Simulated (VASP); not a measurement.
Wanted: the native input for a VASP 6.6.1 run.

| Item | Value |
| --- | --- |
| Task | relaxation of cell and atoms |
| Functional | PBE |
| Potentials or basis | VASP PAW PBE potentials, release 64 (Ta_pv, N) |
| Cutoff | 600 eV |
| k mesh | 6 × 6 × 4 |
| Occupations | gaussian, width 0.1 eV |
| Spin | no spin polarisation |
| Dipole correction | no |
| Further INCAR settings | ALGO = Normal; EDIFF = 1e-06; IBRION = 2; EDIFFG = -0.04; NSW = 90; ISIF = 3 |

The structure of TaN lies in POSCAR:

```
TaN
1.0
    3.8959504000      0.0000000000      0.0000000000
   -1.9479752000      3.3739920200      0.0000000000
    0.0000000000      0.0000000000      3.9207426700
Ta N
2 2
Direct
    0.3333333300      0.6666666700      0.0340170900
    0.6666666700      0.3333333300      0.9659829100
    0.0000000000      0.0000000000      0.6579053700
    0.0000000000      0.0000000000      0.3420946300
```

The cell was built from a structure type or drawn by symmetry, and may not be a known phase.

One way to write it, as run:

INCAR

```
PREC = Accurate
ENCUT = 600
EDIFF = 1E-6
ISMEAR = 0
SIGMA = 0.1
LREAL = False
LASPH = True
NELM = 100
ALGO = Normal
ISIF = 3
LWAVE = False
LCHARG = False
GGA = PE
IBRION = 2
NSW = 90
EDIFFG = -0.04
```

KPOINTS

```
Automatic mesh
0
Gamma
  6 6 4
```

Potentials or basis: VASP PAW PBE potentials, release 64 (Ta_pv, N).

The run is started by

```console
$ cat potpaw_PBE.64/Ta_pv/POTCAR potpaw_PBE.64/N/POTCAR > POTCAR
$ mpirun -np 1 vasp_std > vasp.out
```

Results of the run:

* Relaxed volume: 14.35 Å³/atom
* Relaxed cell: a = 3.427 Å, b = 3.427 Å, c = 5.645 Å, α = 90.00°, β = 90.00°, γ = 120.00°
* Space group after relaxing (to 0.1 Å): P6_3/mmc (No. 194)
* Energy gained by relaxing: 2605.6 meV/atom
* Ionic steps: 51
* Pressure after relaxing: -0.2 GPa
* Largest force after relaxing: 0.004 eV/Å
* Band gap on the k mesh: zero (bands 16 and 17 overlap by 2.16 eV)

Caveat: the k points lie up to 0.35 Å⁻¹ apart in the final cell, too coarse for converged energies and pressures of a metal; the standard files for N, O and F lose accuracy on very short bonds; a cell axis changed by over 15 % at a fixed basis, so the end point is rough; spin-orbit coupling is left out, which moves the levels of the heavy elements.

It took 20 min on 1 thread of Intel Xeon 8259CL, with other jobs on the host, peak memory 0.22 GiB.
